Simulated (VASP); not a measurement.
Here is a VASP 6.6.1 calculation.

Contents of INCAR:

```
PREC = Accurate ; ENCUT = 520
EDIFF = 1E-6 ; ISMEAR = -1
SIGMA = 0.02 ; LREAL = F
LASPH = T ; NELM = 200
ALGO = Normal ; ISIF = 2
LWAVE = F ; LCHARG = T
ISPIN = 2 ; MAGMOM = 0 0 0 0 0 0 0 0 0 0 0 0 0 0 0 0 0.06
LORBIT = 11 ; GGA = PE
LELF = T ; LVHAR = T
NBANDS = 52 ; GGA_COMPAT = F
```

The input KPOINTS:

```
regular mesh
0
Gamma
  2 2 2
```

The input POSCAR:

```
Si16C
1.0
    0.0000000000      5.4300000000      5.4300000000
    5.4300000000      0.0000000000      5.4300000000
    5.4300000000      5.4300000000      0.0000000000
Si C
16 1
Direct
    0.0509668508     -0.0162891344      0.0391068140
    0.0854419890      0.1965285451      0.1515377532
    0.0135267035     -0.0087569061      0.5527716390
    0.1444383057      0.1004604052      0.6644014733
   -0.0895580110      0.5857826888     -0.0147697974
    0.1045856354      0.6129834254      0.1378268877
   -0.0292357274      0.4924033149      0.4969705341
    0.1740055249      0.5909300184      0.5286832413
    0.4451197053      0.0687476980      0.0366850829
    0.6801749540      0.1091068140      0.1224585635
    0.5032688766     -0.0159760589      0.5010589319
    0.6133149171      0.1300920810      0.6369797422
    0.4734714549      0.4894014733      0.0243186004
    0.5269337017      0.6891436464      0.1400276243
    0.5337937385      0.4846593002      0.4843462247
    0.5951657459      0.6334346225      0.6453499079
    1.0743554328      0.7211325967      0.7338581952
```

Potentials or basis: VASP PAW PBE potentials, release 64 (Si, C).

The run is started by

```sh
$ cat potpaw_PBE.64/Si/POTCAR potpaw_PBE.64/C/POTCAR > POTCAR
$ mpirun -np 1 vasp_std > vasp.out
```

Task: Predict the band gap on the k mesh.

Result: Zero (filled and empty bands overlap).

Task: What does it give for the pressure?

Result: 2.4 GPa.

Task: What does it give for the net moment?

Result: 0.00 μB per cell.

Forces on the atoms (eV/Å):
```
Si  -0.465 -0.446 -0.316
Si   0.676 -0.060 -0.841
Si   0.361 -2.368 -0.837
Si   1.600 -0.671  1.079
Si   0.305  1.094 -0.128
Si   0.059 -1.078  0.279
Si  -0.250  0.833 -1.778
Si   1.697  1.513  1.075
Si  -2.349  0.285  1.114
Si   1.165 -1.033 -0.939
Si   0.860 -0.019  2.288
Si  -0.388  1.395 -0.828
Si  -0.500  0.489  0.461
Si  -0.274  0.140  0.572
Si   0.368 -0.339  0.307
Si  -0.942  0.969 -1.027
C   -1.920 -0.704 -0.483
```

Caveat: the k points lie up to 0.50 Å⁻¹ apart.
